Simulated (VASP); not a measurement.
Set up this calculation in VASP 6.6.1, as the native input.

| Property | Result |
| --- | --- |
| Task | single point |
| Functional | PBE |
| Potentials or basis | VASP PAW PBE potentials, release 64 (B, N) |
| Cutoff | 520 eV |
| k mesh | 6 × 6 × 2 |
| Occupations | gaussian, width 0.01 eV |
| Spin | no spin polarisation |
| Dipole correction | no |
| Further INCAR settings | ALGO = Normal; EDIFF = 1e-06; NBANDS = 16 |

The structure of BN lies in POSCAR:

```
BN
1.0
    2.4982400000      0.0000000000      0.0000000000
   -1.2491200000      2.1635400000      0.0000000000
    0.0000000000      0.0000000000      6.6357000000
B N
2 2
Direct
    0.3333333333      0.6666666667      0.2500000000
    0.6666666667      0.3333333333      0.7500000000
    0.3333333333      0.6666666667      0.7500000000
    0.6666666667      0.3333333333      0.2500000000
```

These files were run (other wordings do the same):

INCAR

```
PREC     = Accurate       # precision mode
ENCUT    = 520            # plane-wave cutoff, eV
EDIFF    = 1E-6           # SCF threshold, eV
ISMEAR   = 0              # smearing method
SIGMA    = 0.01           # smearing width, eV
LREAL    = False          # projectors in reciprocal space
LASPH    = True           # aspherical terms in the spheres
NELM     = 60             # most SCF steps
ALGO     = Normal         # electronic algorithm
ISIF     = 2              # what is computed and relaxed
LWAVE    = False          # write WAVECAR
LCHARG   = False          # write CHGCAR
GGA      = PE             # functional
NBANDS   = 16             # bands
```

KPOINTS

```
Automatic mesh
0
Gamma
  6 6 2
```

Potentials or basis: VASP PAW PBE potentials, release 64 (B, N).

The run is started by

```console
$ cat potpaw_PBE.64/B/POTCAR potpaw_PBE.64/N/POTCAR > POTCAR
$ mpirun -np 1 vasp_std > vasp.out
```

Results of the run:

```json
{"Pressure": "5.1 GPa", "Band gap on the k mesh": "4.29 eV, indirect (least direct gap 4.66 eV)"}
```

Caveat: the k points lie up to 0.48 Å⁻¹ apart; this functional lacks dispersion, which binds the layers, so the pressure and a relaxed spacing across them are unreliable.

Wall time 15 s on 1 thread of Intel Xeon 8259CL, on a shared host, peak memory 0.15 GiB.
